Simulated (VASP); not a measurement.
Write the native input for VASP 6.6.1 that does the following.

```yaml
Task: single point
Functional: LDA
Potentials_or_basis: VASP PAW LDA potentials, release 64 (Cr_pv)
Cutoff: 500 eV
k_mesh: 14 × 14 × 14
Occupations: gaussian, width 0.05 eV
Spin: collinear spin, ferromagnetic start
Starting_moments: "[0.67] μB"
Fixed_moment: 0.67 μB
Dipole_correction: no
Further_INCAR_settings: ALGO = Normal; EDIFF = 1e-06; NBANDS = 16
```

The structure of Cr lies in POSCAR:

```
Cr
1.0
   -1.4419500000      1.4419500000      1.4419500000
    1.4419500000     -1.4419500000      1.4419500000
    1.4419500000      1.4419500000     -1.4419500000
Cr
1
Direct
    0.0000000000      0.0000000000      0.0000000000
```

The input as run:

INCAR

```
SYSTEM = Cr
  PREC = Accurate
  ENCUT = 500
  EDIFF = 1E-6
  ISMEAR = 0
  SIGMA = 0.05
  LREAL = .False.
  LASPH = .True.
  NELM = 200
  ALGO = Normal
  ISIF = 2
  LWAVE = .False.
  LCHARG = .True.
  ISPIN = 2
  MAGMOM = 0.67
  LORBIT = 11
  NUPDOWN = 0.67
  LMAXMIX = 4
  GGA = CA
  LELF = .True.
  LVHAR = .True.
  NBANDS = 16
  GGA_COMPAT = .False.
```

KPOINTS

```
Automatic mesh
0
Gamma
  14 14 14
  0 0 0
```

Potentials or basis: VASP PAW LDA potentials, release 64 (Cr_pv).

The run is started by

```console
$ cat potpaw_LDA.64/Cr_pv/POTCAR > POTCAR
$ mpirun -np 1 vasp_std > vasp.out
```

It gave:

```json
{"Pressure": "-20.9 GPa", "Net moment": "0.67 μB per cell", "Site moments": "Cr +0.61 μB", "Valence electrons inside the program's atomic spheres": "Cr 10.99"}
```

Caveat: the total moment is fixed, so each spin has its own Fermi level.

Wall time 13 s on 1 thread of Intel(R) Xeon(R) 6975P-C (Granite Rapids), with other jobs on the host, peak memory 0.13 GiB.
